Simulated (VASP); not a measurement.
Write the native input for VASP 6.6.1 that does the following.

| Item | Value |
| --- | --- |
| Task | single point |
| Functional | PBE |
| Potentials or basis | VASP PAW PBE potentials, release 64 (Li_sv, Nb_sv, O) |
| Cutoff | 520 eV |
| k mesh | 6 × 6 × 6 |
| Occupations | gaussian, width 0.05 eV |
| Spin | no spin polarisation |
| Dipole correction | no |
| Further INCAR settings | ALGO = Normal; EDIFF = 1e-06; NBANDS = 45 |

The structure of LiNbO3 lies in POSCAR:

```
LiNbO3
1.0
    2.8131840873      1.6241925901      3.9628386510
   -2.8131840873      1.6241925901      3.9628386510
    0.0000000000     -3.2483851801      3.9628386510
Li Nb O
2 2 6
Direct
    0.2500000000      0.2500000000      0.2500000000
    0.7500000000      0.7500000000      0.7500000000
    0.0000000000      0.0000000000      0.0000000000
    0.5000000000      0.5000000000      0.5000000000
    0.1111894848      0.3888105152      0.7500000000
    0.7500000000      0.1111894848      0.3888105152
    0.3888105152      0.7500000000      0.1111894848
    0.8888105152      0.6111894848      0.2500000000
    0.2500000000      0.8888105152      0.6111894848
    0.6111894848      0.2500000000      0.8888105152
```

This cell differs from its parent crystal: atoms shifted along a free coordinate, c/a of the conventional cell at fixed volume 2.1130.

The input as run:

INCAR

```
PREC = Accurate
ENCUT = 520
EDIFF = 1E-6
ISMEAR = 0
SIGMA = 0.05
LREAL = F
LASPH = T
NELM = 80
ALGO = Normal
ISIF = 2
LWAVE = F
LCHARG = T
GGA = PE
LELF = T
LVHAR = T
NBANDS = 45
```

KPOINTS

```
Automatic mesh
0
Gamma
  6 6 6
```

Potentials or basis: VASP PAW PBE potentials, release 64 (Li_sv, Nb_sv, O).

Launch:

```console
$ cat potpaw_PBE.64/Li_sv/POTCAR potpaw_PBE.64/Nb_sv/POTCAR potpaw_PBE.64/O/POTCAR > POTCAR
$ mpirun -np 1 vasp_std > vasp.out
```

It gave:

* Largest force: 1.285 eV/Å
* Band gap on the k mesh: 1.20 eV

Caveat: forces of over 1 eV/Å act on the atoms, so gaps and moduli don't describe the material at rest.

Wall time 3.6 min on 1 thread of Intel(R) Xeon(R) Platinum 8488C (Sapphire Rapids), with other jobs on the host, peak memory 0.31 GiB.
